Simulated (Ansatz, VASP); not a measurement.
# Two plane-wave programs on Hf

```
Hf
1.0
     3.11840    0.00000    0.00000
    -1.55920    2.70061    0.00000
     0.00000    0.00000    4.94755
Hf
2
Direct
  0.33333 0.66667 0.25000
  0.66667 0.33333 0.75000
```

Alike in both runs: task single point; functional LDA; k mesh 12 × 12 × 7; occupations methfessel-paxton of order 1, width 0.2 eV; no spin polarisation.

|  | VASP | Ansatz |
| --- | --- | --- |
| version | VASP 6.6.1 | Ansatz 0.2.0 |
| potentials or method | VASP PAW LDA potentials, release 64 (Hf_pv), cutoff 520 eV | plane waves (420 eV) with PAW, scalar-relativistic |
| valence electrons in the cell | 20 | 52 |

VASP gave:

| Quantity | Value |
| --- | --- |
| pressure (GPa) | 0.1 |
| traceless stress, the component that is largest in VASP (GPa) | -0.19 |

Q: Estimate Ansatz's values.

A: Pressure (GPa): 0.0; traceless stress, the component that is largest in VASP (GPa): -0.15.

Ansatz warns that its potentials were made for another functional, while VASP's fit it. LDA's correlation is that of Perdew and Zunger in VASP and of Perdew and Wang (1992) in Ansatz. VASP's potentials hold 20 valence electrons a cell and Ansatz's 52, so a difference there can come from the potentials and not from the codes.

Spin-orbit coupling is off throughout.
